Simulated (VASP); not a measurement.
# TaWC2 (R-3m) in VASP: single point with PBEsol+U

Aim: the single point of TaWC2 with PBEsol+U.

Everything below comes from runs of VASP 6.6.1. Logs are shortened: lines on timing, memory, paths and dates and some standing lists are left out, and cuts for length are marked.

**1. The cell of the first run**

The structure is trigonal, space group R-3m (No. 166). The conventional cell has a = 3.144 Å, b = 3.144 Å, c = 15.305 Å, α = 90.00°, β = 90.00°, γ = 120.00°. Within 2.9 Å of W (site symmetry -3m) lie 6 C at 2.21 Å. Within 2.9 Å of Ta (site symmetry -3m) lie 6 C at 2.23 Å. Within 2.9 Å of C (site symmetry 3m) lie 3 W at 2.21 Å and 3 Ta at 2.23 Å.

**2. Single point, PBEsol+U**

Contents of POSCAR:

```
TaWC2
1.0
    1.5718551461      0.9075109917      5.1016196719
   -1.5718551461      0.9075109917      5.1016196719
    0.0000000000     -1.8150219835      5.1016196719
W Ta C
1 1 2
Direct
    0.0000000000      0.0000000000      0.0000000000
    0.5000000000      0.5000000000      0.5000000000
    0.2509330000      0.2509330000      0.2509330000
    0.7490670000      0.7490670000      0.7490670000
```

Contents of INCAR.step1:

```
ALGO = Normal
EDIFF = 1E-6
ENCUT = 520
GGA = PS
ISIF = 2
ISMEAR = -1
LASPH = True
LCHARG = True
LDAU = True
LDAUJ = 0 0 0
LDAUL = 2 2 -1
LDAUPRINT = 1
LDAUTYPE = 2
LDAUU = 4 4 0
LMAXMIX = 4
LREAL = False
LWAVE = False
NBANDS = 24
NELM = 150
PREC = Accurate
SIGMA = 0.05
```

Contents of KPOINTS.step1:

```
k-points
0
Gamma
  10 10 10
```

Contents of INCAR.step2:

```
ALGO = Normal
EDIFF = 1E-6
ENCUT = 520
GGA = PS
ICHARG = 11
ISIF = 2
ISMEAR = -5
LASPH = True
LCHARG = False
LDAU = True
LDAUJ = 0 0 0
LDAUL = 2 2 -1
LDAUPRINT = 1
LDAUTYPE = 2
LDAUU = 4 4 0
LMAXMIX = 4
LORBIT = 11
LREAL = False
LWAVE = False
NEDOS = 1001
NELM = 150
PREC = Accurate
SIGMA = 0.05
```

Contents of KPOINTS.step2:

```
k-points
0
Gamma
  15 15 15
```

Potentials or basis: VASP PAW PBE potentials, release 64 (W_sv, Ta_pv, C).

The run is started by

```sh
cat potpaw_PBE.64/W_sv/POTCAR potpaw_PBE.64/Ta_pv/POTCAR potpaw_PBE.64/C/POTCAR > POTCAR
cp INCAR.step1 INCAR
cp KPOINTS.step1 KPOINTS
mpirun -np 1 vasp_std > vasp.out
cp INCAR.step2 INCAR
cp KPOINTS.step2 KPOINTS
mpirun -np 1 vasp_std > vasp.out
```

OUTCAR:

```text
EDIFF = 1E-6
   ENCUT = 520
   GGA = PS
   ICHARG = 11
   ISIF = 2
   ISMEAR = -5
   LASPH = True
   LORBIT = 11
   LREAL = False
   NELM = 150
   PREC = Accurate

 ion  position               nearest neighbor table
   1  0.000  0.000  0.000-   4 2.21   4 2.21   3 2.21   3 2.21   4 2.21   3 2.21   2 3.13   2 3.13
                             2 3.13   2 3.13   2 3.13   2 3.13
   2  0.500  0.500  0.500-   3 2.23   3 2.23   4 2.23   4 2.23   3 2.23   4 2.23   1 3.13   1 3.13
                             1 3.13   1 3.13   1 3.13   1 3.13
   3  0.251  0.251  0.251-   1 2.21   1 2.21   1 2.21   2 2.23   2 2.23   2 2.23
   4  0.749  0.749  0.749-   1 2.21   1 2.21   1 2.21   2 2.23   2 2.23   2 2.23

  LATTYP: Found a trigonal (rhomboedric) cell.
 ALAT       =     5.4148710120
 COS(alpha) =     0.8314693846

  Lattice vectors:

 A1 = (   1.5718551461,   0.9075109917,   5.1016196719)
 A2 = (  -1.5718551461,   0.9075109917,   5.1016196719)
 A3 = (   0.0000000000,  -1.8150219835,   5.1016196719)

Analysis of symmetry for initial positions (statically):
=====================================================================
 Subroutine PRICEL returns:
 Original cell was already a primitive cell.

 Routine SETGRP: Setting up the symmetry group for a
 trigonal (rhombohedral) supercell.

 Subroutine GETGRP returns: Found 12 space group operations
 (whereof 12 operations were pure point group operations)
 out of a pool of 12 trial point group operations.

The static configuration has the point symmetry D_3d.

Analysis of symmetry for dynamics (positions and initial velocities):
=====================================================================
 Subroutine PRICEL returns:
 Original cell was already a primitive cell.

 Routine SETGRP: Setting up the symmetry group for a
 trigonal (rhombohedral) supercell.

 Subroutine GETGRP returns: Found 12 space group operations
 (whereof 12 operations were pure point group operations)
 out of a pool of 12 trial point group operations.

The dynamic configuration has the point symmetry D_3d.

 Subroutine INISYM returns: Found 12 space group operations
 (whereof 12 operations are pure point group operations),
 and found     1 'primitive' translations

----------------------------------------------------------------------------------------

                                     Primitive cell

  volume of cell :      43.6640

  direct lattice vectors                    reciprocal lattice vectors
     1.571855146  0.907510992  5.101619672     0.318095469  0.183652505  0.065338727
    -1.571855146  0.907510992  5.101619672    -0.318095469  0.183652505  0.065338727
     0.000000000 -1.815021984  5.101619672     0.000000000 -0.367305009  0.065338727

  length of vectors
     5.414871012  5.414871012  5.414871012     0.373071198  0.373071198  0.373071198

  position of ions in fractional coordinates (direct lattice)
     0.000000000  0.000000000  0.000000000
     0.500000000  0.500000000  0.500000000
     0.250933000  0.250933000  0.250933000
     0.749067000  0.749067000  0.749067000

  ion indices of the primitive-cell ions
   primitive index   ion index
                 1           1
                 2           2
                 3           3
                 4           4

[... 110 lines left out ...]
  energy-cutoff  :      520.00
  volume of cell :       43.66
 maximum number of plane-waves:      1196

atom =   1  type =  1  l = 2

 onsite density matrix

spin component  1

  0.3181 -0.0000 -0.0000 -0.0085 -0.0000
 -0.0000  0.3445 -0.0000  0.0000 -0.0085
 -0.0000 -0.0000  0.3327 -0.0000  0.0000
 -0.0085  0.0000 -0.0000  0.3445  0.0000
 -0.0000 -0.0085  0.0000  0.0000  0.3181

spin component  2

  0.3181 -0.0000 -0.0000 -0.0085 -0.0000
 -0.0000  0.3445 -0.0000  0.0000 -0.0085
 -0.0000 -0.0000  0.3327 -0.0000  0.0000
 -0.0085  0.0000 -0.0000  0.3445  0.0000
 -0.0000 -0.0085  0.0000  0.0000  0.3181

 occupancies and eigenvectors

  o =  0.3156  v =  0.9593  0.0000 -0.0000  0.2824  0.0000  0.0000  0.0000  0.0000  0.0000  0.0000      0.0000  0.0000  0.0000  0.0000  0.0000  0.0000  0.0000  0.0000  0.0000  0.0000
  o =  0.3156  v =  0.0000  0.0000  0.0000  0.0000  0.0000  0.9593  0.0000 -0.0000  0.2824  0.0000      0.0000  0.0000  0.0000  0.0000  0.0000  0.0000  0.0000  0.0000  0.0000  0.0000
  o =  0.3156  v =  0.0000 -0.2824  0.0000  0.0000 -0.9593  0.0000  0.0000  0.0000  0.0000  0.0000      0.0000  0.0000  0.0000  0.0000  0.0000  0.0000  0.0000  0.0000  0.0000  0.0000
  o =  0.3156  v =  0.0000  0.0000  0.0000  0.0000  0.0000  0.0000 -0.2824  0.0000  0.0000 -0.9593      0.0000  0.0000  0.0000  0.0000  0.0000  0.0000  0.0000  0.0000  0.0000  0.0000
  o =  0.3327  v =  0.0000 -0.0000 -1.0000  0.0000 -0.0000  0.0000  0.0000  0.0000  0.0000  0.0000      0.0000  0.0000  0.0000  0.0000  0.0000  0.0000  0.0000  0.0000  0.0000  0.0000
  o =  0.3327  v =  0.0000  0.0000  0.0000  0.0000  0.0000  0.0000 -0.0000 -1.0000  0.0000 -0.0000      0.0000  0.0000  0.0000  0.0000  0.0000  0.0000  0.0000  0.0000  0.0000  0.0000
  o =  0.3470  v =  0.0000  0.0000  0.0000  0.0000  0.0000  0.2824  0.0000 -0.0000 -0.9593 -0.0000      0.0000  0.0000  0.0000  0.0000  0.0000  0.0000  0.0000  0.0000  0.0000  0.0000
  o =  0.3470  v =  0.2824  0.0000 -0.0000 -0.9593 -0.0000  0.0000  0.0000  0.0000  0.0000  0.0000      0.0000  0.0000  0.0000  0.0000  0.0000  0.0000  0.0000  0.0000  0.0000  0.0000
  o =  0.3470  v =  0.0000  0.0000  0.0000  0.0000  0.0000 -0.0000  0.9593 -0.0000  0.0000 -0.2824      0.0000  0.0000  0.0000  0.0000  0.0000  0.0000  0.0000  0.0000  0.0000  0.0000
  o =  0.3470  v = -0.0000  0.9593 -0.0000  0.0000 -0.2824  0.0000  0.0000  0.0000  0.0000  0.0000      0.0000  0.0000  0.0000  0.0000  0.0000  0.0000  0.0000  0.0000  0.0000  0.0000

atom =   2  type =  2  l = 2

 onsite density matrix

spin component  1

  0.2345  0.0000  0.0000  0.0351  0.0000
  0.0000  0.2317 -0.0000 -0.0000  0.0351
  0.0000 -0.0000  0.2065 -0.0000  0.0000
  0.0351 -0.0000 -0.0000  0.2317  0.0000
  0.0000  0.0351  0.0000  0.0000  0.2345

spin component  2

  0.2345  0.0000  0.0000  0.0351  0.0000
  0.0000  0.2317 -0.0000 -0.0000  0.0351
  0.0000 -0.0000  0.2065 -0.0000  0.0000
  0.0351 -0.0000 -0.0000  0.2317  0.0000
  0.0000  0.0351  0.0000  0.0000  0.2345

 occupancies and eigenvectors

  o =  0.1980  v =  0.0000  0.7210  0.0000  0.0000 -0.6930  0.0000  0.0000  0.0000  0.0000  0.0000      0.0000  0.0000  0.0000  0.0000  0.0000  0.0000  0.0000  0.0000  0.0000  0.0000
  o =  0.1980  v =  0.0000  0.0000  0.0000  0.0000  0.0000  0.0000  0.7210  0.0000  0.0000 -0.6930      0.0000  0.0000  0.0000  0.0000  0.0000  0.0000  0.0000  0.0000  0.0000  0.0000
  o =  0.1980  v =  0.0000  0.0000  0.0000  0.0000  0.0000 -0.6930  0.0000  0.0000  0.7210  0.0000      0.0000  0.0000  0.0000  0.0000  0.0000  0.0000  0.0000  0.0000  0.0000  0.0000
  o =  0.1980  v = -0.6930  0.0000  0.0000  0.7210  0.0000  0.0000  0.0000  0.0000  0.0000  0.0000      0.0000  0.0000  0.0000  0.0000  0.0000  0.0000  0.0000  0.0000  0.0000  0.0000
  o =  0.2065  v =  0.0000 -0.0000  1.0000  0.0000  0.0000  0.0000  0.0000  0.0000  0.0000  0.0000      0.0000  0.0000  0.0000  0.0000  0.0000  0.0000  0.0000  0.0000  0.0000  0.0000
  o =  0.2065  v =  0.0000  0.0000  0.0000  0.0000  0.0000  0.0000 -0.0000  1.0000  0.0000  0.0000      0.0000  0.0000  0.0000  0.0000  0.0000  0.0000  0.0000  0.0000  0.0000  0.0000
  o =  0.2682  v = -0.7210  0.0000 -0.0000 -0.6930 -0.0000  0.0000  0.0000  0.0000  0.0000  0.0000      0.0000  0.0000  0.0000  0.0000  0.0000  0.0000  0.0000  0.0000  0.0000  0.0000
  o =  0.2682  v =  0.0000  0.0000  0.0000  0.0000  0.0000 -0.7210  0.0000 -0.0000 -0.6930 -0.0000      0.0000  0.0000  0.0000  0.0000  0.0000  0.0000  0.0000  0.0000  0.0000  0.0000
  o =  0.2682  v =  0.0000  0.6930  0.0000 -0.0000  0.7210  0.0000  0.0000  0.0000  0.0000  0.0000      0.0000  0.0000  0.0000  0.0000  0.0000  0.0000  0.0000  0.0000  0.0000  0.0000
  o =  0.2682  v =  0.0000  0.0000  0.0000  0.0000  0.0000  0.0000  0.6930  0.0000 -0.0000  0.7210      0.0000  0.0000  0.0000  0.0000  0.0000  0.0000  0.0000  0.0000  0.0000  0.0000

 number of electron      33.0000000 magnetization

 Free energy of the ion-electron system (eV)
  ---------------------------------------------------
  ext. energy  EPLUGINS =         0.00000000
  ---------------------------------------------------
  free energy    TOTEN  =       -38.47962796 eV

  energy without entropy =      -38.47962796  energy(sigma->0) =      -38.47962796

 E-fermi :  10.5890     XC(G=0): -13.5322

 val. band max:       10.6601319601   @ k =   0.2667   0.1333  -0.0000
 cond. band min:      10.3956675615   @ k =   0.0000   0.0000   0.0000
 fundamental gap:     -0.2644643986
 Fermi energy:        10.5889963030

 k-point     1 :       0.0000    0.0000    0.0000
  band No.  band energies     occupation
      1     -65.3379      2.00000
      2     -29.5606      2.00000
      3     -29.3940      2.00000
      4     -29.3940      2.00000
      5     -26.0075      2.00000
      6     -25.6489      2.00000
[... 541 lines left out ...]
     19      11.1478      0.00000
     20      12.6095      0.00000

 [... further k-points ...]

------------------------ aborting loop because EDIFF is reached ----------------------------------------

  FORCE on cell =-STRESS in cart. coord.  units (eV):
  Direction    XX          YY          ZZ          XY          YZ          ZX
  --------------------------------------------------------------------------------------
  -------------------------------------------------------------------------------------
  Total       -0.0893158     -0.0893158      0.0176433      0.0000000     -0.0000000      0.0000000
  in kB       -3.2772905     -3.2772905      0.6473918      0.0000000     -0.0000000      0.0000000
  external PRESSURE =      -1.9690631 kB  Pullay stress =       0.0000000 kB

 VOLUME and BASIS-vectors are now :
 -----------------------------------------------------------------------------
  energy-cutoff  :      520.00
  volume of cell :       43.66
      direct lattice vectors                 reciprocal lattice vectors
     1.571855146  0.907510992  5.101619672     0.318095469  0.183652505  0.065338727
    -1.571855146  0.907510992  5.101619672    -0.318095469  0.183652505  0.065338727
     0.000000000 -1.815021984  5.101619672     0.000000000 -0.367305009  0.065338727

 POSITION                                       TOTAL-FORCE (eV/Angst)
 -----------------------------------------------------------------------------------
      0.00000      0.00000      0.00000        -0.000000      0.000000     -0.000000
      0.00000     -0.00000      7.65243         0.000000      0.000000     -0.000000
      0.00000     -0.00000      3.84049         0.000000     -0.000000      0.134066
      0.00000     -0.00000     11.46436         0.000000      0.000000     -0.134066
 -----------------------------------------------------------------------------------
    total drift:                                0.000000      0.000000      0.000000

  FREE ENERGIE OF THE ION-ELECTRON SYSTEM (eV)
  ---------------------------------------------------
  free  energy   TOTEN  =       -38.4796279562 eV

  energy  without entropy=      -38.4796279562  energy(sigma->0) =      -38.47962796

 total charge

# of ion       s       p       d       tot
------------------------------------------
    1        2.323   6.371   3.267  11.961
    2        0.312   6.282   2.225   8.820
    3        0.852   1.590   0.000   2.442
    4        0.852   1.590   0.000   2.442
--------------------------------------------------
tot          4.339  15.834   5.492  25.665
```

Wall time 6.9 min (1 thread of Intel Xeon Platinum 8488C (Sapphire Rapids), shared host); peak memory 0.51 GiB.

Results:

- Valence electrons inside the program's atomic spheres: W 11.96; Ta 8.82; C 2.44

Eigenvalues of the final occupation matrices:
```
    site  spin  trace               eigenvalues
site 1 d     1   1.66  0.32 0.32 0.33 0.35 0.35
site 1 d     2   1.66  0.32 0.32 0.33 0.35 0.35
site 2 d     1   1.14  0.20 0.20 0.21 0.27 0.27
site 2 d     2   1.14  0.20 0.20 0.21 0.27 0.27
```

Caveat: the highest band is partly filled, so the run has too few bands; the PAW data sets were made with another functional, which shifts forces and pressure a little; spin-orbit coupling is left out, which moves the levels of the heavy elements; the U is typed as a test and isn't derived for this compound.
